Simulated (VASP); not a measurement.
Set up this calculation in VASP 6.6.1, as the native input.

| Item | Value |
| --- | --- |
| Task | single point |
| Functional | r2SCAN |
| Potentials or basis | VASP PAW PBE potentials, release 64 (Hf_pv, O) |
| Cutoff | 520 eV |
| k mesh | 8 × 8 × 8 |
| Occupations | gaussian, width 0.05 eV |
| Spin | no spin polarisation |
| Dipole correction | no |
| Further INCAR settings | ALGO = Normal; EDIFF = 1e-06; NBANDS = 18 |

HfO2:

```
Hf O
1.0
     0.00000    2.94112    2.55750
     2.55750    0.00000    2.55750
     2.55750    2.94112    0.00000
Hf O
1 2
Direct
  0.00000 0.00000 0.00000
  0.25000 0.25000 0.25000
  0.75000 0.75000 0.75000
```

This cell differs from its parent crystal: strain +0.1500 x Voigt [0, 1, 0, 0, 0, 0].

One way to write it, as run:

POSCAR

```
HfO2
1.0
    0.0000000000      2.9411250000      2.5575000000
    2.5575000000      0.0000000000      2.5575000000
    2.5575000000      2.9411250000      0.0000000000
Hf O
1 2
Direct
    0.0000000000      0.0000000000      0.0000000000
    0.2500000000      0.2500000000      0.2500000000
    0.7500000000      0.7500000000      0.7500000000
```

INCAR.step1

```
  PREC = Accurate
  ENCUT = 520
  ISMEAR = 0
  SIGMA = 0.05
  LREAL = False
  LASPH = True
  NELM = 80
  NBANDS = 18
  GGA = PE
  ALGO = Normal
  EDIFF = 1E-4
  LWAVE = True
  LCHARG = False
```

INCAR.step2

```
  PREC = Accurate
  ENCUT = 520
  EDIFF = 1E-6
  ISMEAR = 0
  SIGMA = 0.05
  LREAL = False
  LASPH = True
  NELM = 80
  ALGO = Normal
  ISIF = 2
  LWAVE = False
  LCHARG = False
  METAGGA = R2SCAN
  LMIXTAU = True
  NBANDS = 18
  ISTART = 1
```

KPOINTS

```
regular mesh
0
Gamma
  8 8 8
```

Potentials or basis: VASP PAW PBE potentials, release 64 (Hf_pv, O).

Command:

```bash
$ cat potpaw_PBE.64/Hf_pv/POTCAR potpaw_PBE.64/O/POTCAR > POTCAR
$ cp INCAR.step1 INCAR
$ mpirun -np 1 vasp_std > vasp.out
$ cp INCAR.step2 INCAR
$ mpirun -np 1 vasp_std > vasp.out
```

Results of the run:

The pressure is -34.1 GPa and the band gap on the k mesh is 2.02 eV, indirect (least direct gap 2.53 eV).

Caveat: the cell differs from its parent crystal (strain +0.1500 x Voigt [0, 1, 0, 0, 0, 0]); the PAW data sets were made with another functional, which shifts forces and pressure a little; spin-orbit coupling is left out, which moves the levels of the heavy elements.

It took 76 s on 1 thread of Intel(R) Xeon(R) 6975P-C (Granite Rapids), on a shared host, peak memory 0.19 GiB.
